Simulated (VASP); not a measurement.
# MgO (rocksalt type) (Fm-3m) in VASP: further runs

The runs below take MgO (rocksalt type) through relaxation of cell and atoms, single point, with PBEsol.

Program: VASP 6.6.1. These are calculated values, not measurements. Logs are shortened: lines on timing, memory, paths and dates and some standing lists are left out, and cuts for length are marked.

### Step 1. The cell of the first run

Symmetry: Fm-3m, No. 225, cubic system. Conventional cell: a = 4.309 Å, b = 4.309 Å, c = 4.309 Å, α = 90.00°, β = 90.00°, γ = 90.00°. Mg (site symmetry m-3m) has 6 O at 2.15 Å within 2.9 Å. Within 2.9 Å of O (site symmetry m-3m) lie 6 Mg at 2.15 Å.

### Step 2. Relaxation of cell and atoms, PBEsol

INCAR reads:

```
ALGO     = Normal         # electronic algorithm
EDIFF    = 1E-6           # SCF threshold, eV
EDIFFG   = -0.005         # ionic threshold
ENCUT    = 600            # plane-wave cutoff, eV
GGA      = PS             # functional
IBRION   = 2              # ionic algorithm
ISIF     = 3              # what is computed and relaxed
ISMEAR   = -1             # smearing method
LASPH    = T              # aspherical terms in the spheres
LCHARG   = F              # write CHGCAR
LREAL    = F              # projectors in reciprocal space
LWAVE    = F              # write WAVECAR
NELM     = 60             # most SCF steps
NSW      = 60             # ionic steps
PREC     = Accurate       # precision mode
SIGMA    = 0.05           # smearing width, eV
```

KPOINTS reads:

```
k-points
0
Gamma
  15 15 15
```

POSCAR reads:

```
MgO
1.0
    0.0000000000      2.1544346900      2.1544346900
    2.1544346900      0.0000000000      2.1544346900
    2.1544346900      2.1544346900      0.0000000000
Mg O
1 1
Direct
    0.0000000000      0.0000000000      0.0000000000
    0.5000000000      0.5000000000      0.5000000000
```

Potentials or basis: VASP PAW PBE potentials, release 64 (Mg, O).

Launch:

```bash
$ cat potpaw_PBE.64/Mg/POTCAR potpaw_PBE.64/O/POTCAR > POTCAR
$ mpirun -np 1 vasp_std > vasp.out
```

OUTCAR:

```text
EDIFF = 1E-6
   EDIFFG = -0.005
   ENCUT = 600
   GGA = PS
   IBRION = 2
   ISIF = 3
   ISMEAR = -1
   LASPH = T
   LREAL = F
   NELM = 60
   NSW = 60
   PREC = Accurate

 ion  position               nearest neighbor table
   1  0.000  0.000  0.000-   2 2.15   2 2.15   2 2.15   2 2.15   2 2.15   2 2.15
   2  0.500  0.500  0.500-   1 2.15   1 2.15   1 2.15   1 2.15   1 2.15   1 2.15

  LATTYP: Found a face centered cubic cell.
 ALAT       =     4.3088693800

  Lattice vectors:

 A1 = (   0.0000000000,   2.1544346900,   2.1544346900)
 A2 = (   2.1544346900,   0.0000000000,   2.1544346900)
 A3 = (   2.1544346900,   2.1544346900,   0.0000000000)

Analysis of symmetry for initial positions (statically):
=====================================================================
 Subroutine PRICEL returns:
 Original cell was already a primitive cell.

 Routine SETGRP: Setting up the symmetry group for a
 face centered cubic supercell.

 Subroutine GETGRP returns: Found 48 space group operations
 (whereof 48 operations were pure point group operations)
 out of a pool of 48 trial point group operations.

The static configuration has the point symmetry O_h .

Analysis of symmetry for dynamics (positions and initial velocities):
=====================================================================
 Subroutine PRICEL returns:
 Original cell was already a primitive cell.

 Routine SETGRP: Setting up the symmetry group for a
 face centered cubic supercell.

 Subroutine GETGRP returns: Found 48 space group operations
 (whereof 48 operations were pure point group operations)
 out of a pool of 48 trial point group operations.

The dynamic configuration has the point symmetry O_h .

 Subroutine INISYM returns: Found 48 space group operations
 (whereof 48 operations are pure point group operations),
 and found     1 'primitive' translations

----------------------------------------------------------------------------------------

                                     Primitive cell

  volume of cell :      20.0000

  direct lattice vectors                    reciprocal lattice vectors
     0.000000000  2.154434690  2.154434690    -0.232079442  0.232079442  0.232079442
     2.154434690  0.000000000  2.154434690     0.232079442 -0.232079442  0.232079442
     2.154434690  2.154434690  0.000000000     0.232079442  0.232079442 -0.232079442

  length of vectors
     3.046830758  3.046830758  3.046830758     0.401973384  0.401973384  0.401973384

  position of ions in fractional coordinates (direct lattice)
     0.000000000  0.000000000  0.000000000
     0.500000000  0.500000000  0.500000000

  ion indices of the primitive-cell ions
   primitive index   ion index
                 1           1
                 2           2

----------------------------------------------------------------------------------------

 KPOINTS: k-points

Automatic generation of k-mesh.
 Grid dimensions read from file:
 generate k-points for:   15   15   15

 Generating k-lattice:

  Cartesian coordinates                     Fractional coordinates (reciprocal lattice)
    -0.015471963  0.015471963  0.015471963     0.066666667  0.000000000  0.000000000
     0.015471963 -0.015471963  0.015471963     0.000000000  0.066666667  0.000000000
     0.015471963  0.015471963 -0.015471963     0.000000000  0.000000000  0.066666667

  Length of vectors
     0.026798226  0.026798226  0.026798226

  Shift w.r.t. Gamma in fractional coordinates (k-lattice)
     0.000000000  0.000000000  0.000000000

 Subroutine IBZKPT returns following result:
 ===========================================

 Found    120 irreducible k-points:

 Following reciprocal coordinates:
            Coordinates               Weight
  0.000000  0.000000  0.000000      1.000000
  0.066667  0.000000  0.000000      8.000000
  0.133333  0.000000  0.000000      8.000000
  0.200000  0.000000  0.000000      8.000000
  0.266667  0.000000  0.000000      8.000000
  0.333333  0.000000  0.000000      8.000000
[... 16 lines left out ...]
  0.133333  0.133333  0.000000      6.000000
  0.200000  0.133333  0.000000     24.000000
 [... further k-points ...]
   k-points           NKPTS =    120   k-points in BZ     NKDIM =    120   number of bands    NBANDS=      8
   number of dos      NEDOS =    301   number of ions     NIONS =      2
   total plane-waves  NPLWV =  13824
   dimension x,y,z NGX =    24 NGY =   24 NGZ =   24
   dimension x,y,z NGXF=    48 NGYF=   48 NGZF=   48
   ions per type =               1   1
   NGX,Y,Z   is equivalent  to a cutoff of  13.10, 13.10, 13.10 a.u.
   NGXF,Y,Z  is equivalent  to a cutoff of  26.19, 26.19, 26.19 a.u.
 SYSTEM =  unknown system
   PREC   = accura    normal or accurate (medium, high low for compatibility)
   ISTART =      0    job   : 0-new  1-cont  2-samecut
   ICHARG =      2    charge: 1-file 2-atom 10-const
   ISPIN  =      1    spin polarized calculation?
   LNONCOLLINEAR =      F non collinear calculations
   LSORBIT =      F    spin-orbit coupling
   LASPH  =      T    aspherical Exc in radial PAW
   ENCUT  =  600.0 eV  44.10 Ry    6.64 a.u.   6.09  6.09  6.09*2*pi/ulx,y,z
   NELM   =     60;   NELMIN=  2; NELMDL= -5     # of ELM steps
   EDIFF  = 0.1E-05   stopping-criterion for ELM
   LREAL  =      F    real-space projection
   EDIFFG = -.5E-02   stopping-criterion for IOM
   NSW    =     60    number of steps for IOM
   IBRION =      2    ionic relax: 0-MD 1-quasi-New 2-CG
   NFREE  =      1    steps in history (QN), initial steepest desc. (CG)
   ISIF   =      3    stress and relaxation
   ISYM   =      2    0-nonsym 1-usesym 2-fastsym
   POTIM  = 0.5000    time-step for ionic-motion
   TEBEG  =    0.0;   TEEND  =   0.0 temperature during run
   PSTRESS=    0.0 pullay stress
   NELECT =       8.0000    total number of electrons
   NUPDOWN=      -1.0000    fix difference up-down
   EMIN   =  10.00;   EMAX   =-10.00  energy-range for DOS
   EFERMI =   0.00;   METHOD = LEGACY
   ISMEAR =    -1;   SIGMA  =   0.05  broadening in eV -4-tet -1-fermi 0-gaus
   EFERMI_NEDOS =   21; number of points for ismear=-14 and -15
   IALGO  =     38    algorithm
   IMIX   =      4    mixing-type and parameters
     AMIX     =   0.40;   BMIX     =  1.00
     AMIX_MAG =   1.60;   BMIX_MAG =  1.00
  volume/ion in A,a.u.               =      10.00        67.48
  Fermi-wavevector in a.u.,A,eV,Ry     =   1.206225  2.279434 19.796173  1.454978
  Thomas-Fermi vector in A             =   2.341898
   LORBIT       =      0    0 simple, 1 ext, 2 COOP (PROOUT), +10 PAW based schemes
   GGA     = PS    functional components
   LHFCALC =     F    Hartree Fock is set to
   AEXX    =    0.0000 exact exchange contribution
   IVDW    =     0    specifies the selected vdW correction
   LEPSILON=     F    determine dielectric tensor
   LRPA    =     F    only Hartree local field effects (RPA)
 conjugate gradient relaxation of ions
 non-spin polarized calculation
  energy-cutoff  :      600.00
  volume of cell :       20.00
 maximum number of plane-waves:       681
   NGX = 13   NGY = 13   NGZ = 13

--------------------------------------- Ionic step        1  -------------------------------------------

 number of electron       7.9999998 magnetization

 Free energy of the ion-electron system (eV)
  ---------------------------------------------------
  ext. energy  EPLUGINS =         0.00000000
  ---------------------------------------------------
  free energy    TOTEN  =       -12.47322533 eV

  energy without entropy =      -12.47322533  energy(sigma->0) =      -12.47322533

------------------------ aborting loop because EDIFF is reached ----------------------------------------

  FORCE on cell =-STRESS in cart. coord.  units (eV):
  Direction    XX          YY          ZZ          XY          YZ          ZX
  --------------------------------------------------------------------------------------
  -------------------------------------------------------------------------------------
  Total       -1.2376560     -1.2376560     -1.2376560      0.0000000      0.0000000      0.0000000
  in kB      -99.1472172    -99.1472172    -99.1472172      0.0000000      0.0000000      0.0000000
  external PRESSURE =     -99.1472172 kB  Pullay stress =       0.0000000 kB
[... 57 lines left out ...]
  energy  without entropy=      -12.5150834264  energy(sigma->0) =      -12.51508343

--------------------------------------- Ionic step        3  -------------------------------------------

 number of electron       8.0000004 magnetization

 Free energy of the ion-electron system (eV)
  ---------------------------------------------------
  ext. energy  EPLUGINS =         0.00000000
  ---------------------------------------------------
  free energy    TOTEN  =       -12.51865683 eV

  energy without entropy =      -12.51865683  energy(sigma->0) =      -12.51865683

 E-fermi :   4.0427     XC(G=0): -11.3266

 val. band max:        3.0906519951   @ k =   0.0000   0.0000   0.0000
 cond. band min:       7.7604300808   @ k =   0.0000   0.0000   0.0000
 fundamental gap:      4.6697780857
 Fermi energy:         4.0426668340

 k-point     1 :       0.0000    0.0000    0.0000
  band No.  band energies     occupation
      1     -14.1318      2.00000
      2       3.0907      2.00000
      3       3.0907      2.00000
      4       3.0907      2.00000
      5       7.7604      0.00000
      6      18.7451      0.00000
      7      18.7451      0.00000
      8      18.7451      0.00000
[... 243 lines left out ...]
 k-point    24 :       0.2000    0.1333    0.0000
  band No.  band energies     occupation
      1     -13.7250      2.00000
      2       1.3379      2.00000
      3       2.6912      2.00000
      4       2.6966      2.00000
      5       9.7631      0.00000
      6      15.5970      0.00000
      7      19.5450      0.00000
      8      19.6411      0.00000

 [... further k-points ...]
[... 5 lines left out ...]
  --------------------------------------------------------------------------------------
  -------------------------------------------------------------------------------------
  Total        0.0026683      0.0026683      0.0026683      0.0000000     -0.0000000     -0.0000000
  in kB        0.2296263      0.2296263      0.2296263      0.0000000     -0.0000000     -0.0000000
  external PRESSURE =       0.2296263 kB  Pullay stress =       0.0000000 kB
[... 17 lines left out ...]
  FREE ENERGIE OF THE ION-ELECTRON SYSTEM (eV)
  ---------------------------------------------------
  free  energy   TOTEN  =       -12.5186568314 eV

  energy  without entropy=      -12.5186568313  energy(sigma->0) =      -12.51865683

 reached required accuracy - stopping structural energy minimisation
```

Wall time 13 s (1 thread of Intel Xeon 6975P-C (Granite Rapids), shared host); peak memory 0.16 GiB.

What came out:

```yaml
Free_energy: -12.5187 eV
Relaxed_volume: 9.31 Å³/atom
Relaxed_cell: a = 2.975 Å, b = 2.975 Å, c = 2.975 Å, α = 60.00°, β = 60.00°, γ = 60.00°
Space_group_after_relaxing_to_0.05_Å: Fm-3m (No. 225)
Energy_gained_by_relaxing: 22.7 meV/atom
Ionic_steps: 3
Pressure_after_relaxing: 0.0 GPa
Band_gap_on_the_k_mesh: 4.67 eV, direct
```

The path:
| step | energy change (eV) | largest force (eV/Å) | pressure (GPa) | volume (Å³) |
| --- | --- | --- | --- | --- |
| 1 | 0.0000 | 0.0000 | -9.91 | 20.00 |
| 2 | -0.0419 | 0.0000 | 3.26 | 18.26 |
| 3 | -0.0454 | 0.0000 | 0.02 | 18.62 |

Final structure:
```xyz
2
Lattice="0.0000 2.1036 2.1036 2.1036 0.0000 2.1036 2.1036 2.1036 0.0000" Properties=species:S:1:pos:R:3 pbc="T T T"
Mg    0.0000    0.0000    0.0000
O     2.1036    2.1036    2.1036
```

Caveat: the PAW data sets were made with another functional, which shifts forces and pressure a little. A k mesh can miss the band edges.

[end of part 1 of 3]
